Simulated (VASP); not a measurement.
BeS, 2 atoms in the cell. The structure is cubic, space group Fm-3m (No. 225). Conventional cell: a = 4.971 Å, b = 4.971 Å, c = 4.971 Å, α = 90.00°, β = 90.00°, γ = 90.00°. Be (site symmetry m-3m) has 6 S at 2.49 Å within 3.3 Å. S (site symmetry m-3m) has 6 Be at 2.49 Å within 3.3 Å.  This cell differs from its parent crystal: Ba replaced by Be, lengths x 0.777, strained.

| Property | Result |
| --- | --- |
| Program | VASP 6.6.1 |
| Task | single point |
| Functional | PBEsol |
| Potentials or basis | VASP PAW PBE potentials, release 64 (Be, S) |
| Cutoff | 600 eV |
| k mesh | 6 × 6 × 6 |
| Occupations | gaussian, width 0.1 eV |
| Spin | no spin polarisation |
| Dipole correction | no |
| Further INCAR settings | ALGO = Normal; EDIFF = 1e-06; NBANDS = 11 |

Potentials or basis: VASP PAW PBE potentials, release 64 (Be, S).

The run is started by

```console
$ cat potpaw_PBE.64/Be/POTCAR potpaw_PBE.64/S/POTCAR > POTCAR
$ mpirun -np 1 vasp_std > vasp.out
```

Hardware: 1 thread of Intel Xeon 8259CL, with other jobs on the host.

Problem. Estimate the wall time of this run.

Solution. Run time: 14 s on 1 thread of Intel Xeon 8259CL (shared host), peak memory 0.15 GiB. Counts: scf iterations 12, k points 16.
